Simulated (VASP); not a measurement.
Here is a VASP 6.6.1 calculation.

File INCAR:

```
SYSTEM = La
ALGO = Normal
EDIFF = 1E-6
ENCUT = 520
ISIF = 2
ISMEAR = 0
LASPH = .TRUE.
LCHARG = .FALSE.
LREAL = .FALSE.
LWAVE = .FALSE.
NBANDS = 30
NELM = 60
PREC = Accurate
SIGMA = 0.1
```

The input KPOINTS:

```
k-points
0
G
  6 6 2
  0 0 0
```

The input POSCAR:

```
La
1.0
    3.7963115000      0.0000000000      0.0000000000
   -1.8981557500      3.2877022000      0.0000000000
    0.0000000000      0.0000000000     12.0412575300
La
4
Direct
    0.0000000000      0.0000000000      0.0000000000
    0.0000000000      0.0000000000      0.5000000000
    0.3333333300      0.6666666700      0.2500000000
    0.6666666700      0.3333333300      0.7500000000
```

Potentials or basis: VASP PAW LDA potentials, release 64 (La).

Command:

```bash
$ cat potpaw_LDA.64/La/POTCAR > POTCAR
$ mpirun -np 1 vasp_std > vasp.out
```

(1) Predict the pressure.

(2) Estimate the band gap on the k mesh.

## Answers

(1) -3.6 GPa.

(2) zero (bands 22 and 23 overlap by 0.91 eV).

Caveat: the cell stands under tension; spin-orbit coupling is left out, which moves the levels of the heavy elements.
